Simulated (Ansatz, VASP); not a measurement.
## Li2RhN2: VASP beside Ansatz

```
CELL_PARAMETERS angstrom
3.22146 0.00000 0.00000
-1.61073 2.78987 0.00000
0.00000 0.00000 5.07597
ATOMIC_POSITIONS crystal
Rh 0.00000 0.00000 0.00000
N 0.33333 0.66667 0.20931
N 0.66667 0.33333 0.79069
Li 0.33333 0.66667 0.64551
Li 0.66667 0.33333 0.35449
```

Alike in both runs: task single point; functional PBE; k mesh 10 × 10 × 5; occupations fermi-dirac, width 0.05 eV; no spin polarisation.

|  | VASP | Ansatz |
| --- | --- | --- |
| version | VASP 6.6.1 | Ansatz 0.2.0 |
| potentials or method | VASP PAW PBE potentials, release 64 (Rh_pv, N, Li_sv) | Ansatz PAW |
| plane-wave cutoff (eV) | 520 | 420 |
| valence electrons in the cell | 31 | 33 |

VASP gave:

- gap on the k mesh at the Fermi level (eV): none
- rms of the force components (eV/Å): 0.033

Problem. Estimate Ansatz's values.

Solution. gap on the k mesh at the Fermi level (eV): none; rms of the force components (eV/Å): 0.032.

Atom by atom the forces differ by 0.005 eV/Å (rms over components). A gap of «none» marks a metal or a gap that the smearing closes. VASP's potentials hold 31 valence electrons a cell and Ansatz's 33, so a difference there can come from the potentials and not from the codes.

Noted on VASP's run: the cutoff is under 1.25 times that of the potentials, so the pressure is a little rough.
